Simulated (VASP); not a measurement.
# Hf2F3 (Pm-3m) in VASP: notebook

The runs below take Hf2F3 through single point, relaxation of cell and atoms, with PBE.

All numbers are computed with VASP 6.6.1; they aren't measurements. Logs are shortened: lines on timing, memory, paths and dates and some standing lists are left out, and cuts for length are marked.

**1. The cell of the first run**

Symmetry: Pm-3m, No. 221, cubic system. The conventional cell has a = 4.370 Å, b = 4.370 Å, c = 4.370 Å, α = 90.00°, β = 90.00°, γ = 90.00°. Within 2.9 Å of Hf (site symmetry m-3m) lie 6 F at 2.18 Å. Hf (site symmetry m-3m) has 12 F at 3.09 Å and 8 Hf at 3.78 Å within 4.1 Å. F (site symmetry 4/mmm) has 2 Hf at 2.18 Å within 2.9 Å.

**2. Single point, PBE**

Contents of INCAR:

```
ALGO     = Normal         # electronic algorithm
EDIFF    = 1E-6           # SCF threshold, eV
ENCUT    = 520            # plane-wave cutoff, eV
GGA      = PE             # functional
ISIF     = 2              # what is computed and relaxed
ISMEAR   = 0              # smearing method
LASPH    = T              # aspherical terms in the spheres
LCHARG   = F              # write CHGCAR
LREAL    = F              # projectors in reciprocal space
LWAVE    = F              # write WAVECAR
NBANDS   = 28             # bands
NELM     = 60             # most SCF steps
PREC     = Accurate       # precision mode
SIGMA    = 0.1            # smearing width, eV
```

Contents of KPOINTS:

```
k-points
0
Gamma
  8 8 8
```

Contents of POSCAR:

```
Hf2F3
1.0
    4.3695348630      0.0000000000      0.0000000000
    0.0000000000      4.3695348630      0.0000000000
    0.0000000000      0.0000000000      4.3695348630
Hf F
2 3
Direct
    0.5000000000      0.5000000000      0.5000000000
    0.0000000000      0.0000000000      0.0000000000
    0.0000000000      0.5000000000      0.5000000000
    0.5000000000      0.0000000000      0.5000000000
    0.5000000000      0.5000000000      0.0000000000
```

Potentials or basis: VASP PAW PBE potentials, release 64 (Hf_pv, F).

Started as:

```console
> cat potpaw_PBE.64/Hf_pv/POTCAR potpaw_PBE.64/F/POTCAR > POTCAR
> mpirun -np 1 vasp_std > vasp.out
```

OUTCAR:

```text
EDIFF = 1E-6
   ENCUT = 520
   GGA = PE
   ISIF = 2
   ISMEAR = 0
   LASPH = T
   LREAL = F
   NELM = 60
   PREC = Accurate

 ion  position               nearest neighbor table
   1  0.500  0.500  0.500-   3 2.18   4 2.18   5 2.18   5 2.18   4 2.18   3 2.18   2 3.78   2 3.78
                             2 3.78   2 3.78   2 3.78   2 3.78   2 3.78   2 3.78
   2  0.000  0.000  0.000-   1 3.78   1 3.78   1 3.78   1 3.78   1 3.78   1 3.78   1 3.78   1 3.78

   3  0.000  0.500  0.500-   1 2.18   1 2.18
   4  0.500  0.000  0.500-   1 2.18   1 2.18
   5  0.500  0.500  0.000-   1 2.18   1 2.18

  LATTYP: Found a simple cubic cell.
 ALAT       =     4.3695348630

  Lattice vectors:

 A1 = (   4.3695348630,   0.0000000000,   0.0000000000)
 A2 = (   0.0000000000,   4.3695348630,   0.0000000000)
 A3 = (   0.0000000000,   0.0000000000,   4.3695348630)

Analysis of symmetry for initial positions (statically):
=====================================================================
 Subroutine PRICEL returns:
 Original cell was already a primitive cell.

 Routine SETGRP: Setting up the symmetry group for a
 simple cubic supercell.

 Subroutine GETGRP returns: Found 48 space group operations
 (whereof 48 operations were pure point group operations)
 out of a pool of 48 trial point group operations.

The static configuration has the point symmetry O_h .

Analysis of symmetry for dynamics (positions and initial velocities):
=====================================================================
 Subroutine PRICEL returns:
 Original cell was already a primitive cell.

 Routine SETGRP: Setting up the symmetry group for a
 simple cubic supercell.

 Subroutine GETGRP returns: Found 48 space group operations
 (whereof 48 operations were pure point group operations)
 out of a pool of 48 trial point group operations.

The dynamic configuration has the point symmetry O_h .

 Subroutine INISYM returns: Found 48 space group operations
 (whereof 48 operations are pure point group operations),
 and found     1 'primitive' translations

----------------------------------------------------------------------------------------

                                     Primitive cell

  volume of cell :      83.4268

  direct lattice vectors                    reciprocal lattice vectors
     4.369534863  0.000000000  0.000000000     0.228857311  0.000000000  0.000000000
     0.000000000  4.369534863  0.000000000     0.000000000  0.228857311  0.000000000
     0.000000000  0.000000000  4.369534863     0.000000000  0.000000000  0.228857311

  length of vectors
     4.369534863  4.369534863  4.369534863     0.228857311  0.228857311  0.228857311

  position of ions in fractional coordinates (direct lattice)
     0.500000000  0.500000000  0.500000000
     0.000000000  0.000000000  0.000000000
     0.000000000  0.500000000  0.500000000
     0.500000000  0.000000000  0.500000000
     0.500000000  0.500000000  0.000000000

  ion indices of the primitive-cell ions
   primitive index   ion index
                 1           1
                 2           2
                 3           3
                 4           4
                 5           5

----------------------------------------------------------------------------------------

 KPOINTS: k-points

Automatic generation of k-mesh.
 Grid dimensions read from file:
 generate k-points for:    8    8    8

 Generating k-lattice:

  Cartesian coordinates                     Fractional coordinates (reciprocal lattice)
     0.028607164  0.000000000  0.000000000     0.125000000  0.000000000  0.000000000
     0.000000000  0.028607164  0.000000000     0.000000000  0.125000000  0.000000000
     0.000000000  0.000000000  0.028607164     0.000000000  0.000000000  0.125000000

  Length of vectors
     0.028607164  0.028607164  0.028607164

  Shift w.r.t. Gamma in fractional coordinates (k-lattice)
     0.000000000  0.000000000  0.000000000

 Subroutine IBZKPT returns following result:
 ===========================================

 Found     35 irreducible k-points:

 Following reciprocal coordinates:
            Coordinates               Weight
  0.000000  0.000000  0.000000      1.000000
  0.125000  0.000000  0.000000      6.000000
  0.250000  0.000000  0.000000      6.000000
  0.375000  0.000000  0.000000      6.000000
  0.500000  0.000000  0.000000      3.000000
  0.125000  0.125000  0.000000     12.000000
[... 16 lines left out ...]
  0.375000  0.375000  0.125000     24.000000
  0.500000  0.375000  0.125000     24.000000
 [... further k-points ...]
   k-points           NKPTS =     35   k-points in BZ     NKDIM =     35   number of bands    NBANDS=     28
   number of dos      NEDOS =    301   number of ions     NIONS =      5
   total plane-waves  NPLWV =  32768
   dimension x,y,z NGX =    32 NGY =   32 NGZ =   32
   dimension x,y,z NGXF=    64 NGYF=   64 NGZF=   64
   ions per type =               2   3
   NGX,Y,Z   is equivalent  to a cutoff of  12.17, 12.17, 12.17 a.u.
   NGXF,Y,Z  is equivalent  to a cutoff of  24.35, 24.35, 24.35 a.u.
 SYSTEM =  unknown system
   PREC   = accura    normal or accurate (medium, high low for compatibility)
   ISTART =      0    job   : 0-new  1-cont  2-samecut
   ICHARG =      2    charge: 1-file 2-atom 10-const
   ISPIN  =      1    spin polarized calculation?
   LNONCOLLINEAR =      F non collinear calculations
   LSORBIT =      F    spin-orbit coupling
   LASPH  =      T    aspherical Exc in radial PAW
   ENCUT  =  520.0 eV  38.22 Ry    6.18 a.u.   8.12  8.12  8.12*2*pi/ulx,y,z
   NELM   =     60;   NELMIN=  2; NELMDL= -5     # of ELM steps
   EDIFF  = 0.1E-05   stopping-criterion for ELM
   LREAL  =      F    real-space projection
   EDIFFG = 0.1E-04   stopping-criterion for IOM
   NSW    =      0    number of steps for IOM
   IBRION =     -1    ionic relax: 0-MD 1-quasi-New 2-CG
   NFREE  =      0    steps in history (QN), initial steepest desc. (CG)
   ISIF   =      2    stress and relaxation
   ISYM   =      2    0-nonsym 1-usesym 2-fastsym
   POTIM  = 0.5000    time-step for ionic-motion
   TEBEG  =    0.0;   TEEND  =   0.0 temperature during run
   PSTRESS=    0.0 pullay stress
   NELECT =      41.0000    total number of electrons
   NUPDOWN=      -1.0000    fix difference up-down
   EMIN   =  10.00;   EMAX   =-10.00  energy-range for DOS
   EFERMI =   0.00;   METHOD = LEGACY
   ISMEAR =     0;   SIGMA  =   0.10  broadening in eV -4-tet -1-fermi 0-gaus
   EFERMI_NEDOS =   21; number of points for ismear=-14 and -15
   IALGO  =     38    algorithm
   IMIX   =      4    mixing-type and parameters
     AMIX     =   0.40;   BMIX     =  1.00
     AMIX_MAG =   1.60;   BMIX_MAG =  1.00
  volume/ion in A,a.u.               =      16.69       112.60
  Fermi-wavevector in a.u.,A,eV,Ry     =   1.291916  2.441367 22.708759  1.669047
  Thomas-Fermi vector in A             =   2.423656
   LORBIT       =      0    0 simple, 1 ext, 2 COOP (PROOUT), +10 PAW based schemes
   GGA     = PE    functional components
   LHFCALC =     F    Hartree Fock is set to
   AEXX    =    0.0000 exact exchange contribution
   IVDW    =     0    specifies the selected vdW correction
   LEPSILON=     F    determine dielectric tensor
   LRPA    =     F    only Hartree local field effects (RPA)
 non-spin polarized calculation
 Gauss-broadening in eV      SIGMA  =   0.10
  energy-cutoff  :      520.00
  volume of cell :       83.43
 maximum number of plane-waves:      2301
   NGX = 17   NGY = 17   NGZ = 17

 number of electron      40.9999995 magnetization

 Free energy of the ion-electron system (eV)
  ---------------------------------------------------
  ext. energy  EPLUGINS =         0.00000000
  ---------------------------------------------------
  free energy    TOTEN  =       -31.80121495 eV

  energy without entropy =      -31.74473078  energy(sigma->0) =      -31.77297287

 E-fermi :   4.7085     XC(G=0): -10.1843

 val. band max:        4.7068490062   @ k =   0.2500   0.1250   0.1250
 cond. band min:       4.7091602971   @ k =   0.2500   0.2500   0.2500
 fundamental gap:      0.0023112909
 Fermi energy:         4.7084974476

 k-point     1 :       0.0000    0.0000    0.0000
  band No.  band energies     occupation
      1     -28.6220      2.00000
      2     -28.6220      2.00000
      3     -28.6220      2.00000
      4     -27.7369      2.00000
      5     -27.7369      2.00000
      6     -27.7369      2.00000
[... 20 lines left out ...]
     27       6.5372      0.00000
     28       7.2185      0.00000

 k-point     2 :       0.1250    0.0000    0.0000
  band No.  band energies     occupation
      1     -28.6459      2.00000
      2     -28.6216      2.00000
      3     -28.6216      2.00000
      4     -27.7392      2.00000
      5     -27.7370      2.00000
      6     -27.7370      2.00000
[... 20 lines left out ...]
     27       6.4842      0.00000
     28       7.2030      0.00000

 k-point     3 :       0.2500    0.0000    0.0000
  band No.  band energies     occupation
      1     -28.7024      2.00000
      2     -28.6205      2.00000
      3     -28.6205      2.00000
      4     -27.7448      2.00000
      5     -27.7371      2.00000
      6     -27.7371      2.00000
[... 20 lines left out ...]
     27       6.3157      0.00000
     28       7.1704      0.00000

 k-point     4 :       0.3750    0.0000    0.0000
  band No.  band energies     occupation
      1     -28.7572      2.00000
      2     -28.6194      2.00000
      3     -28.6194      2.00000
      4     -27.7503      2.00000
      5     -27.7373      2.00000
      6     -27.7373      2.00000
[... 578 lines left out ...]
     27       6.7047      0.00000
     28       6.7922      0.00000

 k-point    23 :       0.3750    0.3750    0.1250
  band No.  band energies     occupation
      1     -28.7573      2.00000
      2     -28.7569      2.00000
      3     -28.6419      2.00000
      4     -27.7457      2.00000
      5     -27.7445      2.00000
      6     -27.7381      2.00000
[... 20 lines left out ...]
     27       6.6394      0.00000
     28       7.8490      0.00000

 k-point    24 :       0.5000    0.3750    0.1250
  band No.  band energies     occupation
      1     -28.7797      2.00000
      2     -28.7571      2.00000
      3     -28.6416      2.00000
      4     -27.7464      2.00000
      5     -27.7445      2.00000
      6     -27.7380      2.00000
[... 20 lines left out ...]
     27       7.0684      0.00000
     28       7.3500      0.00000

 [... further k-points ...]

------------------------ aborting loop because EDIFF is reached ----------------------------------------

  FORCE on cell =-STRESS in cart. coord.  units (eV):
  Direction    XX          YY          ZZ          XY          YZ          ZX
  --------------------------------------------------------------------------------------
  -------------------------------------------------------------------------------------
  Total       -0.7707545     -0.7707545     -0.7707545     -0.0000000     -0.0000000     -0.0000000
  in kB      -14.8020208    -14.8020208    -14.8020208     -0.0000000     -0.0000000     -0.0000000
  external PRESSURE =     -14.8020208 kB  Pullay stress =       0.0000000 kB

 VOLUME and BASIS-vectors are now :
 -----------------------------------------------------------------------------
  energy-cutoff  :      520.00
  volume of cell :       83.43
      direct lattice vectors                 reciprocal lattice vectors
     4.369534863  0.000000000  0.000000000     0.228857311  0.000000000  0.000000000
     0.000000000  4.369534863  0.000000000     0.000000000  0.228857311  0.000000000
     0.000000000  0.000000000  4.369534863     0.000000000  0.000000000  0.228857311

 POSITION                                       TOTAL-FORCE (eV/Angst)
 -----------------------------------------------------------------------------------
      2.18477      2.18477      2.18477         0.000000      0.000000      0.000000
      0.00000      0.00000      0.00000         0.000000      0.000000      0.000000
      0.00000      2.18477      2.18477         0.000000      0.000000      0.000000
      2.18477      0.00000      2.18477         0.000000      0.000000      0.000000
      2.18477      2.18477      0.00000         0.000000      0.000000      0.000000
 -----------------------------------------------------------------------------------
    total drift:                                0.000000     -0.000000     -0.000000

  FREE ENERGIE OF THE ION-ELECTRON SYSTEM (eV)
  ---------------------------------------------------
  free  energy   TOTEN  =       -31.8012149528 eV

  energy  without entropy=      -31.7447307817  energy(sigma->0) =      -31.77297287
```

Run time: 81 s. Hardware: 1 thread of Intel Xeon 8259CL, shared host; peak memory 0.22 GiB.

What came out:

* Free energy: -31.8012 eV
* Pressure: -1.5 GPa

Caveat: spin-orbit coupling is left out, which moves the levels of the heavy elements; an odd number of electrons without spin polarisation forces a metal; a magnetic or distorted state may lie lower.

**3. Relaxation of cell and atoms, PBE**

This run uses another cell than the first one, of 16.81 Å³/atom, 1.007 times its volume.

Contents of INCAR:

```
ALGO = Normal ; EDIFF = 1E-6
EDIFFG = -0.01 ; ENCUT = 600
GGA = PE ; IBRION = 2
ISIF = 3 ; ISMEAR = 0
LASPH = T ; LCHARG = F
LREAL = F ; LWAVE = F
NELM = 100 ; NSW = 100
PREC = Accurate ; SIGMA = 0.1
```

KPOINTS is that of step 2.

POSCAR: that of step 2 with these lines changed.

```diff
@@ -2,5 +2,5 @@
 1.0
-    4.3695348630      0.0000000000      0.0000000000
-    0.0000000000      4.3695348630      0.0000000000
-    0.0000000000      0.0000000000      4.3695348630
+    4.3799737959      0.0000000000      0.0000000000
+    0.0000000000      4.3799737959      0.0000000000
+    0.0000000000      0.0000000000      4.3799737959
 Hf F
```

Potentials or basis: VASP PAW PBE potentials, release 64 (Hf_pv, F).

Started as:

```console
> cat potpaw_PBE.64/Hf_pv/POTCAR potpaw_PBE.64/F/POTCAR > POTCAR
> mpirun -np 1 vasp_std > vasp.out
```

Run time: 4.6 min. Hardware: 1 thread of Intel Xeon 8259CL, shared host; peak memory 0.26 GiB.

Results (log left out):

* Free energy: -31.8167 eV
* Relaxed volume: 16.36 Å³/atom
* Relaxed cell: a = 4.341 Å, b = 4.341 Å, c = 4.341 Å, α = 90.00°, β = 90.00°, γ = 90.00°
* Space group after relaxing (to 0.05 Å): Pm-3m (No. 221)
* Energy gained by relaxing: 3.0 meV/atom
* Ionic steps: 3
* Pressure after relaxing: 0.0 GPa

Step by step:
```
step  energy change (eV)  largest force (eV/Å)  pressure (GPa)  volume (Å³)
   1              0.0000                0.0000           -2.11        84.03
   2             -0.0144                0.0000            0.46        81.36
   3             -0.0151                0.0000            0.00        81.80
```

Final structure:
```
Hf F
1.0
     4.34090    0.00000    0.00000
     0.00000    4.34090    0.00000
     0.00000    0.00000    4.34090
Hf F
2 3
Cartesian
  2.1705 2.1705 2.1705
  0.0000 0.0000 0.0000
  0.0000 2.1705 2.1705
  2.1705 0.0000 2.1705
  2.1705 2.1705 0.0000
```

Levels at points of the mesh, in eV from the Fermi level:
```
           k point  band 18  band 19  band 20  band 21  band 22  band 23
(0.00, 0.00, 0.00)    -7.62    -3.57    -0.75    -0.75    -0.75    -0.61
(0.50, 0.00, 0.00)    -7.68    -1.35    -0.01     0.09     0.09     0.78
(0.50, 0.50, 0.00)    -7.19    -0.25    -0.21     0.19     0.19     0.87
(0.50, 0.50, 0.50)    -7.16    -0.12    -0.12    -0.12     0.00     1.54
```

Caveat: the bands computed are all filled at some k points, so no gap is given; spin-orbit coupling is left out, which moves the levels of the heavy elements.
